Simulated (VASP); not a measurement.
C: single point with PBE

Crystal: C.

```
C
1.0
     4.29894    0.00000    0.00000
     0.00000    4.29894    0.00000
     0.00000    0.00000    4.29894
C
1
Cartesian
  2.1495 2.1495 2.1495
```

* Program: VASP 6.6.1
* Task: single point
* Functional: PBE
* Potentials or basis: VASP PAW PBE potentials, release 64 (C)
* Cutoff: 600 eV
* k mesh: 6 × 6 × 6
* Occupations: fermi-dirac, width 0.1 eV
* Spin: no spin polarisation
* Dipole correction: no
* Further INCAR settings: ALGO = Normal; EDIFF = 1e-06; NBANDS = 8

- Pressure: -1.3 GPa
- Band gap on the k mesh: zero (bands 2 and 3 overlap by 0.49 eV)

Levels at points of the mesh, in eV from the Fermi level:
| k point | band 1 | band 2 | band 3 | band 4 | band 5 |
| --- | --- | --- | --- | --- | --- |
| (0.00, 0.00, 0.00) | -8.48 | 0.36 | 0.36 | 0.36 | 4.71 |
| (0.50, 0.00, 0.00) | -8.39 | -0.28 | 0.42 | 0.42 | 6.87 |
| (0.50, 0.50, 0.00) | -8.32 | -0.13 | -0.13 | 0.47 | 7.25 |
| (0.50, 0.50, 0.50) | -8.25 | -0.02 | -0.02 | -0.02 | 8.76 |

It took 6.4 s on 1 thread of Intel(R) Xeon(R) Platinum 8488C (Sapphire Rapids), with other jobs on the host, peak memory 0.18 GiB.
